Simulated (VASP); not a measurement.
Wanted: the native input for a VASP 6.6.1 run.

| Property | Result |
| --- | --- |
| Task | single point |
| Functional | PBE |
| Potentials or basis | VASP PAW PBE potentials, release 64 (Cu) |
| Cutoff | 520 eV |
| k mesh | 8 × 6 × 25 |
| Occupations | gaussian, width 0.1 eV |
| Spin | no spin polarisation |
| Dipole correction | no |
| Further INCAR settings | ALGO = Normal; EDIFF = 1e-06; NBANDS = 24 |

The structure of Cu lies in POSCAR:

```
Cu
1.0
    4.2142048667      0.0000021765      0.0037561584
    0.0000030780      5.9597840423     -0.0069067115
   -2.1058828217     -0.0015868355      1.3684464493
Cu
3
Direct
    0.0000000000      0.0000000000      0.0000000000
    0.3333333333      0.6666666667      0.0000000000
    0.6666666667      0.3333333333      0.0000000000
```

One way to write it, as run:

INCAR

```
SYSTEM = Cu
PREC = Accurate ; ENCUT = 520
EDIFF = 1E-6 ; ISMEAR = 0
SIGMA = 0.1 ; LREAL = .False.
LASPH = .True. ; NELM = 100
ALGO = Normal ; ISIF = 2
LWAVE = .False. ; LCHARG = .False.
GGA = PE ; NBANDS = 24
```

KPOINTS

```
Automatic mesh
0
Gamma
  8 6 25
  0 0 0
```

Potentials or basis: VASP PAW PBE potentials, release 64 (Cu).

The run is started by

```bash
$ cat potpaw_PBE.64/Cu/POTCAR > POTCAR
$ mpirun -np 1 vasp_std > vasp.out
```

It gave:

The pressure is 8.6 GPa.

Run time: 3.1 min on 1 thread of Intel(R) Xeon(R) 6975P-C (Granite Rapids) (shared host), peak memory 0.47 GiB.
